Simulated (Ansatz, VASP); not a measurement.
## SnO in VASP and in Ansatz

```xyz
8
Lattice="2.6910 -2.6910 -0.0202 2.6910 2.6910 0.0202 0.0000 0.0713 9.5028" Properties=species:S:1:pos:R:3 pbc="T T T"
Sn    2.6910   -1.2835    8.2690
Sn    2.6910    1.3547    1.2337
Sn    2.6910   -1.3190    3.5176
Sn    2.6910    1.3903    5.9851
O     1.3455    0.0178    2.3757
O     4.0365    0.0534    7.1271
O     1.3455    0.0534    7.1271
O     4.0365    0.0178    2.3757
```

Change from the starting cell: strain +0.0150 x Voigt [0, 0, 0, 1, 0, 0], atoms carried along.

Alike in both runs: task single point; functional PBEsol; k mesh 10 × 10 × 4; occupations gaussian, width 0.15 eV; no spin polarisation.

```csv
,VASP,Ansatz
version,VASP 6.6.1,Ansatz 0.2.0
potentials or method,"VASP PAW PBE potentials, release 64 (Sn_d, O), cutoff 520 eV","scalar-relativistic, plane waves, PAW"
valence electrons in the cell,80,80
```

Ansatz gave:

| Quantity | Value |
| --- | --- |
| gap on the k mesh at the Fermi level (eV) | none |
| pressure (GPa) | 0.0 |
| traceless stress, the component that is largest in VASP (GPa) | -0.82 |
| rms of the force components (eV/Å) | 0.040 |

Task: Which values does VASP return?

Result: gap on the k mesh at the Fermi level (eV): none; pressure (GPa): 0.2; traceless stress, the component that is largest in VASP (GPa): -0.84; rms of the force components (eV/Å): 0.057.

VASP's potentials were made for PBE, not for PBEsol. Atom by atom the forces differ by 0.035 eV/Å (rms over components). A gap of «none» marks a metal or a gap that the smearing closes. With one functional, cell and mesh, what is left measures potentials, basis and numerics. Ansatz's warnings: near symmetry operation missed by atoms.
